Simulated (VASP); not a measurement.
# MgO (P6_3mc) in VASP: single point with r2SCAN

Aim: the single point of MgO with r2SCAN.

Everything below comes from runs of VASP 6.6.1. Logs are shortened: lines on timing, memory, paths and dates and some standing lists are left out, and cuts for length are marked.

### 1 The cell of the first run

The structure is hexagonal, space group P6_3mc (No. 186). The conventional cell has a = 3.321 Å, b = 3.321 Å, c = 4.934 Å, α = 90.00°, β = 90.00°, γ = 120.00°. Within 2.6 Å of Mg (site symmetry 3m) lie 4 O at 1.98 to 1.99 Å. O (site symmetry 3m) has 4 Mg at 1.98 to 1.99 Å within 2.6 Å.

### 2 Single point, r2SCAN (epitaxial xy strain +1.0%)

Input file POSCAR:

```
MgO
1.0
    3.3210994004      0.0000000000      0.0000000000
   -1.6605497002      2.8761564492      0.0000000000
    0.0000000000      0.0000000000      4.9338488476
Mg O
2 2
Direct
    0.3333333333      0.6666666667     -0.0145219940
    0.6666666667      0.3333333333      0.4854780060
    0.3333333333      0.6666666667      0.3895219940
    0.6666666667      0.3333333333      0.8895219940
```

Input file INCAR.step1:

```
SYSTEM = MgO
  PREC = Accurate
  ENCUT = 520
  ISMEAR = 0
  SIGMA = 0.01
  LREAL = .False.
  LASPH = .True.
  NELM = 100
  NBANDS = 16
  GGA = PE
  ALGO = Normal
  EDIFF = 1E-4
  LWAVE = .True.
  LCHARG = .False.
```

Input file INCAR.step2:

```
SYSTEM = MgO
  PREC = Accurate
  ENCUT = 520
  EDIFF = 1E-6
  ISMEAR = 0
  SIGMA = 0.01
  LREAL = .False.
  LASPH = .True.
  NELM = 100
  ALGO = Normal
  ISIF = 2
  LWAVE = .False.
  LCHARG = .False.
  METAGGA = R2SCAN
  LMIXTAU = .True.
  NBANDS = 16
  ISTART = 1
```

Input file KPOINTS:

```
regular mesh
0
Gamma
  12 12 6
  0 0 0
```

Potentials or basis: VASP PAW PBE potentials, release 64 (Mg, O).

Started as:

```sh
> cat potpaw_PBE.64/Mg/POTCAR potpaw_PBE.64/O/POTCAR > POTCAR
> cp INCAR.step1 INCAR
> mpirun -np 1 vasp_std > vasp.out
> cp INCAR.step2 INCAR
> mpirun -np 1 vasp_std > vasp.out
```

OUTCAR:

```text
SYSTEM = MgO
   PREC = Accurate
   ENCUT = 520
   EDIFF = 1E-6
   ISMEAR = 0
   LREAL = .False.
   LASPH = .True.
   NELM = 100
   ISIF = 2
   METAGGA = R2SCAN
   ISTART = 1

 ion  position               nearest neighbor table
   1  0.333  0.667  0.985-   4 1.98   4 1.98   4 1.98   3 1.99   2 3.12   2 3.12   2 3.12   2 3.12
                             2 3.12   2 3.12
   2  0.667  0.333  0.485-   3 1.98   3 1.98   3 1.98   4 1.99   1 3.12   1 3.12   1 3.12   1 3.12
                             1 3.12   1 3.12
   3  0.333  0.667  0.390-   2 1.98   2 1.98   2 1.98   1 1.99
   4  0.667  0.333  0.890-   1 1.98   1 1.98   1 1.98   2 1.99

  LATTYP: Found a hexagonal cell.
 ALAT       =     3.3210994004
 C/A-ratio  =     1.4856070996

  Lattice vectors:

 A1 = (   3.3210994004,   0.0000000000,   0.0000000000)
 A2 = (  -1.6605497002,   2.8761564492,   0.0000000000)
 A3 = (   0.0000000000,   0.0000000000,   4.9338488476)

Analysis of symmetry for initial positions (statically):
=====================================================================
 Subroutine PRICEL returns:
 Original cell was already a primitive cell.

 Routine SETGRP: Setting up the symmetry group for a
 hexagonal supercell.

 Subroutine GETGRP returns: Found 12 space group operations
 (whereof  6 operations were pure point group operations)
 out of a pool of 24 trial point group operations.

The static configuration has the point symmetry C_3v.
 The point group associated with its full space group is C_6v.

Analysis of symmetry for dynamics (positions and initial velocities):
=====================================================================
 Subroutine PRICEL returns:
 Original cell was already a primitive cell.

 Routine SETGRP: Setting up the symmetry group for a
 hexagonal supercell.

 Subroutine GETGRP returns: Found 12 space group operations
 (whereof  6 operations were pure point group operations)
 out of a pool of 24 trial point group operations.

The dynamic configuration has the point symmetry C_3v.
 The point group associated with its full space group is C_6v.

 Subroutine INISYM returns: Found 12 space group operations
 (whereof  6 operations are pure point group operations),
 and found     1 'primitive' translations

----------------------------------------------------------------------------------------

                                     Primitive cell

  volume of cell :      47.1281

  direct lattice vectors                    reciprocal lattice vectors
     3.321099400  0.000000000  0.000000000     0.301105110  0.173843116  0.000000000
    -1.660549700  2.876156449  0.000000000     0.000000000  0.347686233  0.000000000
     0.000000000  0.000000000  4.933848848     0.000000000  0.000000000  0.202681523

  length of vectors
     3.321099400  3.321099400  4.933848848     0.347686233  0.347686233  0.202681523

  position of ions in fractional coordinates (direct lattice)
     0.333333333  0.666666667  0.985478006
     0.666666667  0.333333333  0.485478006
     0.333333333  0.666666667  0.389521994
     0.666666667  0.333333333  0.889521994

  ion indices of the primitive-cell ions
   primitive index   ion index
                 1           1
                 2           2
                 3           3
                 4           4

----------------------------------------------------------------------------------------

 KPOINTS: regular mesh

Automatic generation of k-mesh.
 Grid dimensions read from file:
 generate k-points for:   12   12    6

 Generating k-lattice:

  Cartesian coordinates                     Fractional coordinates (reciprocal lattice)
     0.025092092  0.014486926  0.000000000     0.083333333 -0.000000000  0.000000000
     0.000000000  0.028973853  0.000000000     0.000000000  0.083333333  0.000000000
     0.000000000  0.000000000  0.033780254     0.000000000  0.000000000  0.166666667

  Length of vectors
     0.028973853  0.028973853  0.033780254

  Shift w.r.t. Gamma in fractional coordinates (k-lattice)
     0.000000000  0.000000000  0.000000000

 Subroutine IBZKPT returns following result:
 ===========================================

 Found     76 irreducible k-points:

 Following reciprocal coordinates:
            Coordinates               Weight
  0.000000  0.000000  0.000000      1.000000
  0.083333 -0.000000  0.000000      6.000000
  0.166667  0.000000  0.000000      6.000000
  0.250000 -0.000000  0.000000      6.000000
  0.333333  0.000000  0.000000      6.000000
  0.416667 -0.000000  0.000000      6.000000
[... 16 lines left out ...]
  0.250000 -0.000000  0.166667     12.000000
  0.333333  0.000000  0.166667     12.000000
 [... further k-points ...]
   k-points           NKPTS =     76   k-points in BZ     NKDIM =     76   number of bands    NBANDS=     16
   number of dos      NEDOS =    301   number of ions     NIONS =      4
   total plane-waves  NPLWV =  31360
   dimension x,y,z NGX =    28 NGY =   28 NGZ =   40
   dimension x,y,z NGXF=    56 NGYF=   56 NGZF=   80
   ions per type =               2   2
   NGX,Y,Z   is equivalent  to a cutoff of  14.02, 14.02, 13.48 a.u.
   NGXF,Y,Z  is equivalent  to a cutoff of  28.03, 28.03, 26.96 a.u.
 SYSTEM =  MgO
   PREC   = accura    normal or accurate (medium, high low for compatibility)
   ISTART =      1    job   : 0-new  1-cont  2-samecut
   ICHARG =      0    charge: 1-file 2-atom 10-const
   ISPIN  =      1    spin polarized calculation?
   LNONCOLLINEAR =      F non collinear calculations
   LSORBIT =      F    spin-orbit coupling
   LASPH  =      T    aspherical Exc in radial PAW
   ENCUT  =  520.0 eV  38.22 Ry    6.18 a.u.   6.18  6.18  9.17*2*pi/ulx,y,z
   NELM   =    100;   NELMIN=  2; NELMDL=  0     # of ELM steps
   EDIFF  = 0.1E-05   stopping-criterion for ELM
   LREAL  =      F    real-space projection
   EDIFFG = 0.1E-04   stopping-criterion for IOM
   NSW    =      0    number of steps for IOM
   IBRION =     -1    ionic relax: 0-MD 1-quasi-New 2-CG
   NFREE  =      0    steps in history (QN), initial steepest desc. (CG)
   ISIF   =      2    stress and relaxation
   ISYM   =      2    0-nonsym 1-usesym 2-fastsym
   POTIM  = 0.5000    time-step for ionic-motion
   TEBEG  =    0.0;   TEEND  =   0.0 temperature during run
   PSTRESS=    0.0 pullay stress
   NELECT =      16.0000    total number of electrons
   NUPDOWN=      -1.0000    fix difference up-down
   EMIN   =  10.00;   EMAX   =-10.00  energy-range for DOS
   EFERMI =   0.00;   METHOD = LEGACY
   ISMEAR =     0;   SIGMA  =   0.01  broadening in eV -4-tet -1-fermi 0-gaus
   EFERMI_NEDOS =   21; number of points for ismear=-14 and -15
   IALGO  =     38    algorithm
   IMIX   =      4    mixing-type and parameters
     AMIX     =   0.40;   BMIX     =  1.00
     AMIX_MAG =   1.60;   BMIX_MAG =  1.00
  volume/ion in A,a.u.               =      11.78        79.51
  Fermi-wavevector in a.u.,A,eV,Ry     =   1.142058  2.158176 17.746025  1.304296
  Thomas-Fermi vector in A             =   2.278757
   LORBIT       =      0    0 simple, 1 ext, 2 COOP (PROOUT), +10 PAW based schemes
   METAGGA = R2SCAN    functional components
   LHFCALC =     F    Hartree Fock is set to
   AEXX    =    0.0000 exact exchange contribution
   IVDW    =     0    specifies the selected vdW correction
   LEPSILON=     F    determine dielectric tensor
   LRPA    =     F    only Hartree local field effects (RPA)
 non-spin polarized calculation
 Gauss-broadening in eV      SIGMA  =   0.01
  energy-cutoff  :      520.00
  volume of cell :       47.13
 maximum number of plane-waves:      1284
 NGX is ok and might be reduce to    28
   NGX = 13   NGY = 13   NGZ = 19

 number of electron      15.9999996 magnetization

 Free energy of the ion-electron system (eV)
  ---------------------------------------------------
  ext. energy  EPLUGINS =         0.00000000
  ---------------------------------------------------
  free energy    TOTEN  =       -31.85127370 eV

  energy without entropy =      -31.85127370  energy(sigma->0) =      -31.85127370

 E-fermi :   0.9474     XC(G=0): -10.2095

 val. band max:        0.7981669328   @ k =   0.0000   0.0000   0.0000
 cond. band min:       4.8867749410   @ k =   0.0000   0.0000   0.0000
 fundamental gap:      4.0886080082
 Fermi energy:         0.9474073420

 k-point     1 :       0.0000    0.0000    0.0000
  band No.  band energies     occupation
      1     -16.4719      2.00000
      2     -15.6591      2.00000
      3      -2.5183      2.00000
      4      -0.0903      2.00000
      5      -0.0903      2.00000
      6       0.2781      2.00000
[... 8 lines left out ...]
     15      18.2086      0.00000
     16      18.2086      0.00000

 k-point     2 :       0.0833   -0.0000    0.0000
  band No.  band energies     occupation
      1     -16.4381      2.00000
      2     -15.6490      2.00000
      3      -2.4520      2.00000
      4      -0.2479      2.00000
      5      -0.1390      2.00000
      6       0.0666      2.00000
[... 8 lines left out ...]
     15      18.2076      0.00000
     16      18.3554      0.00000

 k-point     3 :       0.1667    0.0000    0.0000
  band No.  band energies     occupation
      1     -16.3433      2.00000
      2     -15.6234      2.00000
      3      -2.2598      2.00000
      4      -0.7218      2.00000
      5      -0.3362      2.00000
      6      -0.2552      2.00000
[... 8 lines left out ...]
     15      17.3348      0.00000
     16      17.5134      0.00000
[... 362 lines left out ...]
 k-point    23 :       0.2500   -0.0000    0.1667
  band No.  band energies     occupation
      1     -16.1643      2.00000
      2     -15.6362      2.00000
      3      -1.9996      2.00000
      4      -1.2848      2.00000
      5      -0.7394      2.00000
      6      -0.3504      2.00000
[... 8 lines left out ...]
     15      16.7185      0.00000
     16      17.0575      0.00000

 k-point    24 :       0.3333    0.0000    0.1667
  band No.  band energies     occupation
      1     -16.0164      2.00000
      2     -15.6100      2.00000
      3      -2.0675      2.00000
      4      -1.5528      2.00000
      5      -0.9467      2.00000
      6      -0.4667      2.00000
[... 8 lines left out ...]
     15      16.2368      0.00000
     16      17.2695      0.00000

 [... further k-points ...]

------------------------ aborting loop because EDIFF is reached ----------------------------------------

  FORCE on cell =-STRESS in cart. coord.  units (eV):
  Direction    XX          YY          ZZ          XY          YZ          ZX
  --------------------------------------------------------------------------------------
  -------------------------------------------------------------------------------------
  Total       -0.4642157     -0.4642157     -0.1480040      0.0000000      0.0000000      0.0000000
  in kB      -15.7815683    -15.7815683     -5.0315745      0.0000000      0.0000000      0.0000000
  external PRESSURE =     -12.1982371 kB  Pullay stress =       0.0000000 kB

 VOLUME and BASIS-vectors are now :
 -----------------------------------------------------------------------------
  energy-cutoff  :      520.00
  volume of cell :       47.13
      direct lattice vectors                 reciprocal lattice vectors
     3.321099400  0.000000000  0.000000000     0.301105110  0.173843116  0.000000000
    -1.660549700  2.876156449  0.000000000     0.000000000  0.347686233  0.000000000
     0.000000000  0.000000000  4.933848848     0.000000000  0.000000000  0.202681523

 POSITION                                       TOTAL-FORCE (eV/Angst)
 -----------------------------------------------------------------------------------
     -0.00000      1.91744      4.86220        -0.000000     -0.000000      0.005125
      1.66055      0.95872      2.39528         0.000000      0.000000      0.005125
     -0.00000      1.91744      1.92184         0.000000      0.000000     -0.005125
      1.66055      0.95872      4.38877        -0.000000      0.000000     -0.005125
 -----------------------------------------------------------------------------------
    total drift:                               -0.000000      0.000000      0.006747

  FREE ENERGIE OF THE ION-ELECTRON SYSTEM (eV)
  ---------------------------------------------------
  free  energy   TOTEN  =       -31.8512736966 eV

  energy  without entropy=      -31.8512736966  energy(sigma->0) =      -31.85127370
```

Run time: 3.9 min. Hardware: 1 thread of Intel Xeon Platinum 8259CL at 2.50GHz (Skylake/Cascade Lake), shared host; peak memory 0.21 GiB.

What came out:

| Quantity | Value |
| --- | --- |
| Free energy | -31.8513 eV |
| Pressure | -1.2 GPa |
| Largest force | 0.005 eV/Å |
| Band gap on the k mesh | 4.09 eV, direct |

Forces on the atoms (eV/Å):
```
Mg   0.000  0.000  0.005
Mg   0.000  0.000  0.005
O    0.000  0.000 -0.005
O    0.000  0.000 -0.005
```

Caveat: the cell differs from its parent crystal (epitaxial xy strain +1.0%); the PAW data sets were made with another functional, which shifts forces and pressure a little. A k mesh can miss the band edges.
